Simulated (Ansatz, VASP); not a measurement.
# TaN in VASP and in Ansatz

The input INCAR:

```
SYSTEM = TaN
PREC     = Accurate       ! precision mode
ENCUT    = 520            ! plane-wave cutoff, eV
EDIFF    = 1E-8           ! SCF threshold, eV
ISMEAR   = -1             ! smearing method
SIGMA    = 0.02           ! smearing width, eV
LREAL    = .FALSE.        ! projectors in reciprocal space
LASPH    = .TRUE.         ! aspherical terms in the spheres
NELM     = 100            ! most SCF steps
ALGO     = Normal         ! electronic algorithm
ISIF     = 2              ! what is computed and relaxed
LWAVE    = .FALSE.        ! write WAVECAR
LCHARG   = .FALSE.        ! write CHGCAR
GGA      = PS             ! functional
LEFG     = .TRUE.       
NBANDS   = 15             ! bands
```

The input KPOINTS:

```
regular mesh
0
G
  12 12 10
  0 0 0
```

POSCAR

```
TaN
1.0
    2.9766611718      0.0000000000      0.0000000000
   -1.4883305859      2.5778641933      0.0000000000
    0.0000000000      0.0000000000      2.9209385612
Ta N
1 1
Direct
    0.3333333333      0.6666666667      0.5000000000
    0.0000000000      0.0000000000      0.0000000000
```

Input for Ansatz:

```yaml
crystal:
  lattice:
    - [2.9766611718, 0.0, 0.0]
    - [-1.4883305859, 2.5778641933, 0.0]
    - [0.0, 0.0, 2.9209385612]
  atoms:
    - { symbol: Ta, position: [0.3333333333, 0.6666666667, 0.5] }
    - { symbol: "N", position: [0.0, 0.0, 0.0] }
kpoints:
  mp_grid: { grid: [12, 12, 10] }
scf:
  occupations: { method: fermi_dirac, width: 0.02 }
hamiltonian:
  xc: pbesol
  pseudopotentials: { kind: all_electron, datasets: crystal }
output:
  forces: true
  stress: true
  eigenvalues: true
  efg: { contact_densities: true }
```

Change from the starting cell: volume scaled by 1.04, crystal datasets.

Alike in both runs: task electric field gradients; functional PBEsol; k mesh 12 × 12 × 10; occupations fermi-dirac, width 0.02 eV; no spin polarisation.

```csv
,VASP,Ansatz
version,VASP 6.6.1,Ansatz 0.2.0
potentials or method,"VASP PAW PBE potentials, release 64 (Ta_pv, N), cutoff 520 eV","all-electron PAW with datasets made for the crystal, scalar-relativistic"
```

VASP gave:

```
pressure (GPa)                                                : -16.6
traceless stress, the component that is largest in VASP (GPa) : -1.05
size of Vzz on the site where it differs most (V/Å²)          : 24.1
```

Problem. Which values does Ansatz return?

Solution. Pressure (GPa): -17.0; traceless stress, the component that is largest in VASP (GPa): -1.14; size of Vzz on the site where it differs most (V/Å²): 62.6.

VASP's potentials were made for PBE, not for PBEsol. Ansatz ran all-electron here, and VASP with PAW potentials.

Neither program's run includes spin-orbit coupling.
